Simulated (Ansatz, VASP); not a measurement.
## BiAs: VASP beside Ansatz

```
As Bi
1.0
     0.00000    3.07568    3.07568
     3.07568    0.00000    3.07568
     3.07568    3.07568    0.00000
As Bi
1 1
Direct
  0.00000 0.00000 0.00000
  0.50000 0.50000 0.50000
```

Change from the starting cell: volume scaled by 1.06.

Alike in both runs: task single point; functional PBE; k mesh 11 × 11 × 11; occupations fermi-dirac, width 0.03 eV; no spin polarisation.

|  | VASP | Ansatz |
| --- | --- | --- |
| version | VASP 6.6.1 | Ansatz 0.2.0 |
| potentials or method | VASP PAW PBE potentials, release 64 (As, Bi_d), cutoff 520 eV | all-electron LAPW, scalar-relativistic |

|  | VASP | Ansatz | Ansatz less VASP |
| --- | --- | --- | --- |
| pressure (GPa) | -3.2 | -3.2 | +0.02 |

Ansatz ran all-electron here, and VASP with PAW potentials.

Neither program's run includes spin-orbit coupling.
